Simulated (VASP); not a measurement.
# Cr (Im-3m) in VASP: notebook, part 2 of 3

VASP 6.6.1. The steps go on from the part before.

### Step 3. Single point, PBE, collinear spin, ferromagnetic start

Contents of POSCAR:

```
Cr
1.0
   -1.4844496776      1.4844496776      1.4844496776
    1.4844496776     -1.4844496776      1.4844496776
    1.4844496776      1.4844496776     -1.4844496776
Cr
1
Direct
    0.0000000000      0.0000000000      0.0000000000
```

Contents of INCAR.step1:

```
ISPIN = 2 ; MAGMOM = 3
LORBIT = 11 ; ISMEAR = 1
SIGMA = 0.1 ; LWAVE = True
LCHARG = True ; ISIF = 2
NELM = 100 ; ALGO = Normal
PREC = Accurate ; LASPH = True
LREAL = False ; EDIFF = 1E-5
GGA_COMPAT = False ; ENCUT = 400
LMAXMIX = 4 ; GGA = PE
```

Contents of INCAR.step2:

```
GGA = PE ; ISPIN = 2
MAGMOM = 3 ; LORBIT = 11
ISMEAR = 1 ; SIGMA = 0.1
LWAVE = False ; LCHARG = False
ISIF = 2 ; NELM = 100
ALGO = All ; PREC = Accurate
LASPH = True ; LREAL = False
EDIFF = 1E-6 ; GGA_COMPAT = False
ENCUT = 400 ; LMAXMIX = 4
ISTART = 1 ; ISEARCH = 1
```

Contents of KPOINTS:

```
k-points
0
Gamma
  12 12 12
```

Potentials or basis: VASP PAW PBE potentials, release 64 (Cr_pv).

Command:

```console
cat potpaw_PBE.64/Cr_pv/POTCAR > POTCAR
cp INCAR.step1 INCAR
mpirun -np 1 vasp_std > vasp.out
cp INCAR.step2 INCAR
mpirun -np 1 vasp_std > vasp.out
```

OUTCAR:

```text
GGA = PE
   ISPIN = 2
   LORBIT = 11
   ISMEAR = 1
   ISIF = 2
   NELM = 100
   PREC = Accurate
   LASPH = True
   LREAL = False
   EDIFF = 1E-6
   ENCUT = 400
   ISTART = 1

 Found     72 irreducible k-points:

 Following reciprocal coordinates:
            Coordinates               Weight
  0.000000  0.000000  0.000000      1.000000
  0.083333  0.000000  0.000000     12.000000
  0.166667  0.000000  0.000000     12.000000
  0.250000  0.000000  0.000000     12.000000
  0.333333  0.000000  0.000000     12.000000
  0.416667  0.000000  0.000000     12.000000
   k-points           NKPTS =     72   k-points in BZ     NKDIM =     72   number of bands    NBANDS=     12
   number of dos      NEDOS =    301   number of ions     NIONS =      1
   total plane-waves  NPLWV =   5832
   dimension x,y,z NGX =    18 NGY =   18 NGZ =   18
   dimension x,y,z NGXF=    36 NGYF=   36 NGZF=   36
   ions per type =               1
   NGX,Y,Z   is equivalent  to a cutoff of  11.64, 11.64, 11.64 a.u.
   NGXF,Y,Z  is equivalent  to a cutoff of  23.28, 23.28, 23.28 a.u.
 SYSTEM =  unknown system
   PREC   = accura    normal or accurate (medium, high low for compatibility)
   ISTART =      1    job   : 0-new  1-cont  2-samecut
   ICHARG =      0    charge: 1-file 2-atom 10-const
   ISPIN  =      2    spin polarized calculation?
   LNONCOLLINEAR =      F non collinear calculations
   LSORBIT =      F    spin-orbit coupling
   LASPH  =      T    aspherical Exc in radial PAW
   ENCUT  =  400.0 eV  29.40 Ry    5.42 a.u.   4.19  4.19  4.19*2*pi/ulx,y,z
   NELM   =    100;   NELMIN=  2; NELMDL=  0     # of ELM steps
   EDIFF  = 0.1E-05   stopping-criterion for ELM
   LREAL  =      F    real-space projection
   EDIFFG = 0.1E-04   stopping-criterion for IOM
   NSW    =      0    number of steps for IOM
   IBRION =     -1    ionic relax: 0-MD 1-quasi-New 2-CG
   NFREE  =      0    steps in history (QN), initial steepest desc. (CG)
   ISIF   =      2    stress and relaxation
   ISYM   =      2    0-nonsym 1-usesym 2-fastsym
   POTIM  = 0.5000    time-step for ionic-motion
   TEBEG  =    0.0;   TEEND  =   0.0 temperature during run

   SCALEE = 1.0000    scale energy and forces
   PSTRESS=    0.0 pullay stress
   NELECT =      12.0000    total number of electrons
   NUPDOWN=      -1.0000    fix difference up-down
   EMIN   =  10.00;   EMAX   =-10.00  energy-range for DOS
   EFERMI =   0.00;   METHOD = LEGACY
   ISMEAR =     1;   SIGMA  =   0.10  broadening in eV -4-tet -1-fermi 0-gaus
   EFERMI_NEDOS =   21; number of points for ismear=-14 and -15
   IALGO  =     58    algorithm
   IMIX   =      4    mixing-type and parameters
     AMIX     =   0.40;   BMIX     =  1.00
     AMIX_MAG =   1.60;   BMIX_MAG =  1.00
  volume/ion in A,a.u.               =      13.08        88.30
  Fermi-wavevector in a.u.,A,eV,Ry     =   1.590559  3.005721 34.421077  2.529878
  Thomas-Fermi vector in A             =   2.689235
   LORBIT       =     11    0 simple, 1 ext, 2 COOP (PROOUT), +10 PAW based schemes
   GGA     = PE    functional components
   LHFCALC =     F    Hartree Fock is set to
   AEXX    =    0.0000 exact exchange contribution
   IVDW    =     0    specifies the selected vdW correction
   LEPSILON=     F    determine dielectric tensor
   LRPA    =     F    only Hartree local field effects (RPA)

   CSHIFT  =0.1000    complex shift for real part using Kramers Kronig

   OMEGAMAX=  -1.0    maximum frequency
 spin polarized calculation
 Methfessel and Paxton  Order N= 1 SIGMA  =   0.10
  energy-cutoff  :      400.00
  volume of cell :       13.08
 maximum number of plane-waves:       247
 NGX is ok and might be reduce to    18
   NGX =  9   NGY =  9   NGZ =  9

 number of electron      12.0000018 magnetization      -0.0000237

 Free energy of the ion-electron system (eV)
  ---------------------------------------------------
  ext. energy  EPLUGINS =         0.00000000
  ---------------------------------------------------
  free energy    TOTEN  =        -9.38050153 eV

  energy without entropy =       -9.38056654  energy(sigma->0) =       -9.38052320

 E-fermi :   9.2569     XC(G=0): -12.9627

 val. band max:        9.2094513802   @ k =  -0.2500   0.3333   0.1667
 cond. band min:       9.2907782504   @ k =   0.4167   0.0833   0.0000
 fundamental gap:      0.0813268702
 Fermi energy:         9.2569204453

 spin component 1

 k-point     1 :       0.0000    0.0000    0.0000
  band No.  band energies     occupation
      1     -33.5575      1.00000
      2     -33.5575      1.00000
      3     -33.5575      1.00000
      4       1.9032      1.00000
      5       8.5417      1.00000
      6       8.5417      1.00000
      7       8.5417      1.00000
      8      10.2904     -0.00000
      9      10.2904     -0.00000
     10      16.3926      0.00000
     11      30.6102      0.00000
     12      30.6102      0.00000

 k-point     2 :       0.0833    0.0000    0.0000
  band No.  band energies     occupation
      1     -33.6007      1.00000
      2     -33.5713      1.00000
      3     -33.5577      1.00000
      4       2.1754      1.00000
      5       8.4455      1.00000
      6       8.5233      1.00000
      7       8.7142      1.00000
      8      10.1893     -0.00000
      9      10.2975     -0.00000
     10      16.3922      0.00000
     11      29.7557      0.00000
     12      30.4510      0.00000
[... 31 lines left out ...]
 k-point     5 :       0.3333    0.0000    0.0000
  band No.  band energies     occupation
      1     -34.0227      1.00000
      2     -33.7074      1.00000
      3     -33.5603      1.00000
      4       5.0236      1.00000
      5       7.5442      1.00000
      6       8.4759      1.00000
      7      10.1373     -0.00000
      8      10.4561     -0.00000
      9      10.7492     -0.00000
     10      16.3896      0.00000
     11      21.5657      0.00000
     12      26.7676      0.00000

 k-point     6 :       0.4167    0.0000    0.0000
  band No.  band energies     occupation
      1     -34.1321      1.00000
      2     -33.7437      1.00000
      3     -33.5608      1.00000
      4       5.4085      1.00000
      5       7.3240      1.00000
      6       9.4300     -0.01714
      7      10.2678     -0.00000
      8      10.5279     -0.00000
      9      11.4164      0.00000
     10      16.3858      0.00000
     11      18.9795      0.00000
     12      25.8150      0.00000

 [... further k-points ...]

 spin component 2

 k-point     1 :       0.0000    0.0000    0.0000
  band No.  band energies     occupation
      1     -33.5575      1.00000
      2     -33.5575      1.00000
      3     -33.5575      1.00000
      4       1.9031      1.00000
      5       8.5417      1.00000
      6       8.5417      1.00000
      7       8.5417      1.00000
      8      10.2904     -0.00000
      9      10.2904     -0.00000
     10      16.3927      0.00000
     11      30.6102      0.00000
     12      30.6102      0.00000

 k-point     2 :       0.0833    0.0000    0.0000
  band No.  band energies     occupation
      1     -33.6006      1.00000
      2     -33.5713      1.00000
      3     -33.5577      1.00000
      4       2.1753      1.00000
      5       8.4454      1.00000
      6       8.5233      1.00000
      7       8.7142      1.00000
      8      10.1893     -0.00000
      9      10.2975     -0.00000
     10      16.3923      0.00000
     11      29.7557      0.00000
     12      30.4510      0.00000
[... 31 lines left out ...]
 k-point     5 :       0.3333    0.0000    0.0000
  band No.  band energies     occupation
      1     -34.0227      1.00000
      2     -33.7073      1.00000
      3     -33.5603      1.00000
      4       5.0236      1.00000
      5       7.5442      1.00000
      6       8.4759      1.00000
      7      10.1373     -0.00000
      8      10.4561     -0.00000
      9      10.7492     -0.00000
     10      16.3897      0.00000
     11      21.5657      0.00000
     12      26.7676      0.00000

 k-point     6 :       0.4167    0.0000    0.0000
  band No.  band energies     occupation
      1     -34.1321      1.00000
      2     -33.7437      1.00000
      3     -33.5608      1.00000
      4       5.4085      1.00000
      5       7.3240      1.00000
      6       9.4300     -0.01722
      7      10.2678     -0.00000
      8      10.5279     -0.00000
      9      11.4164      0.00000
     10      16.3858      0.00000
     11      18.9795      0.00000
     12      25.8150      0.00000

 [... further k-points ...]

------------------------ aborting loop because EDIFF is reached ----------------------------------------

  FORCE on cell =-STRESS in cart. coord.  units (eV):
  Direction    XX          YY          ZZ          XY          YZ          ZX
  --------------------------------------------------------------------------------------
  -------------------------------------------------------------------------------------
  Total       -2.1621285     -2.1621285     -2.1621285      0.0000000     -0.0000000      0.0000000
  in kB     -264.7498039   -264.7498039   -264.7498039      0.0000000     -0.0000000      0.0000000
  external PRESSURE =    -264.7498039 kB  Pullay stress =       0.0000000 kB

 VOLUME and BASIS-vectors are now :
 -----------------------------------------------------------------------------
  energy-cutoff  :      400.00
  volume of cell :       13.08
      direct lattice vectors                 reciprocal lattice vectors
    -1.484449678  1.484449678  1.484449678     0.000000000  0.336825160  0.336825160
     1.484449678 -1.484449678  1.484449678     0.336825160  0.000000000  0.336825160
     1.484449678  1.484449678 -1.484449678     0.336825160  0.336825160  0.000000000

 POSITION                                       TOTAL-FORCE (eV/Angst)
 -----------------------------------------------------------------------------------
      0.00000      0.00000      0.00000        -0.000000      0.000000     -0.000000
 -----------------------------------------------------------------------------------
    total drift:                               -0.000000      0.000000      0.000000

  FREE ENERGIE OF THE ION-ELECTRON SYSTEM (eV)
  ---------------------------------------------------
  free  energy   TOTEN  =        -9.3805015284 eV

  energy  without entropy=       -9.3805643306  energy(sigma->0) =       -9.38052246

 total charge

# of ion       s       p       d       tot
------------------------------------------
    1        0.396   6.327   4.093  10.816

 magnetization (x)

# of ion       s       p       d       tot
------------------------------------------
    1       -0.000  -0.000  -0.000  -0.000
```

Wall time 11 s (1 thread of Intel Xeon 6975P-C (Granite Rapids), shared host); peak memory 0.14 GiB.

Results:

- Free energy: -9.3805 eV
- Pressure: -26.5 GPa
- Band gap on the k mesh: zero (filled and empty bands overlap)
- Net moment: 0.00 μB per cell
- Valence electrons inside the program's atomic spheres: Cr 10.82

Caveat: the cell stands under tension.

### Step 4. Relaxation of cell and atoms, TPSS, collinear spin, ferromagnetic start

POSCAR is that of step 3.

Contents of INCAR.step1:

```
SYSTEM = Cr
METAGGA = TPSS ; ISPIN = 2
MAGMOM = 3 ; LORBIT = 11
ISMEAR = 1 ; SIGMA = 0.1
LWAVE = .False. ; LCHARG = .False.
NSW = 60 ; PREC = Accurate
LASPH = .True. ; LREAL = .False.
ALGO = Normal ; EDIFF = 1E-7
NELM = 200 ; GGA_COMPAT = .False.
IBRION = 2 ; ISIF = 3
EDIFFG = -0.005 ; NELMIN = 4
ENCUT = 640 ; LMAXMIX = 4
LMIXTAU = .True. ; KPAR = 4
```

Contents of INCAR.step3:

```
SYSTEM = Cr
METAGGA = TPSS ; ISPIN = 2
MAGMOM = 3 ; LORBIT = 11
ISMEAR = 1 ; SIGMA = 0.1
LWAVE = .False. ; LCHARG = .False.
PREC = Accurate ; LASPH = .True.
LREAL = .False. ; ALGO = Normal
EDIFF = 1E-7 ; NELM = 200
GGA_COMPAT = .False. ; ISIF = 2
ENCUT = 640 ; LMAXMIX = 4
LMIXTAU = .True. ; KPAR = 4
```

Contents of KPOINTS:

```
k-points
0
Gamma
  15 15 15
```

Potentials or basis: VASP PAW PBE potentials, release 64 (Cr_sv_GW).

Command:

```console
cat potpaw_PBE.64/Cr_sv_GW/POTCAR > POTCAR
cp INCAR.step1 INCAR
cp POSCAR.step1 POSCAR
mpirun -np 4 vasp_std > vasp.out
cp CONTCAR POSCAR
mpirun -np 4 vasp_std > vasp.out
cp CONTCAR POSCAR
cp INCAR.step3 INCAR
mpirun -np 4 vasp_std > vasp.out
```

It took 8.8 min on 4 MPI ranks of AMD EPYC 9R45 (Zen 5), shared host; peak memory 0.19 GiB.

Results (log left out):

- Free energy: -18.7625 eV
- Relaxed volume: 11.29 Å³/atom
- Relaxed cell: a = 2.447 Å, b = 2.447 Å, c = 2.447 Å, α = 109.47°, β = 109.47°, γ = 109.47°
- Space group after relaxing (to 0.1 Å): Im-3m (No. 229)
- Energy gained by relaxing: 182.5 meV/atom
- Ionic steps: 10
- Pressure after relaxing: 0.0 GPa
- Band gap on the k mesh: zero (filled and empty bands overlap)
- Net moment: 0.00 μB per cell
- Valence electrons inside the program's atomic spheres: Cr 11.92

The path:
| step | energy change (eV) | largest force (eV/Å) | pressure (GPa) | volume (Å³) |
| --- | --- | --- | --- | --- |
| 1 | 0.0000 | 0.0000 | -29.72 | 13.08 |
| 2 | 0.4070 | 0.0000 | 100.97 | 9.01 |
| 3 | -0.1859 | 0.0000 | -2.52 | 11.41 |
| 4 | -0.1867 | 0.0000 | -0.66 | 11.33 |
| 5 | -0.1868 | 0.0000 | 0.14 | 11.30 |
| 6 | -0.1868 | 0.0000 | -0.20 | 11.31 |
| 7 | -0.1868 | 0.0000 | 0.00 | 11.30 |
| 8 | -0.1825 | 0.0000 | -0.45 | 11.30 |
| 9 | -0.1824 | 0.0000 | 0.83 | 11.25 |
| 10 | -0.1825 | 0.0000 | 0.01 | 11.29 |

Final structure:
```cif
data_structure
_symmetry_space_group_name_H-M 'P 1'
_symmetry_Int_Tables_number 1
_cell_length_a 2.4475
_cell_length_b 2.4475
_cell_length_c 2.4475
_cell_angle_alpha 109.471
_cell_angle_beta 109.471
_cell_angle_gamma 109.471
_cell_volume 11.29
loop_
_atom_site_label
_atom_site_type_symbol
_atom_site_fract_x
_atom_site_fract_y
_atom_site_fract_z
_atom_site_occupancy
Cr1 Cr 0.00000 0.00000 0.00000 1
```

Levels at points of the mesh, in eV from the Fermi level:
Spin up:
```tsv
k point	band 4	band 5	band 6	band 7	band 8	band 9	band 10	band 11
(0.00, 0.00, 0.00)	-43.16	-8.01	-0.96	-0.96	-0.96	1.29	1.29	22.34
```
Spin down:
```
           k point  band 3  band 4  band 5  band 6  band 7  band 8  band 9  band 10  band 11  band 12
(0.00, 0.00, 0.00)  -43.16  -43.16   -8.01   -0.96   -0.96   -0.96    1.29     1.29    22.34    22.34
```

Caveat: the PAW data sets were made with another functional, which shifts forces and pressure a little.

[end of part 2 of 3]
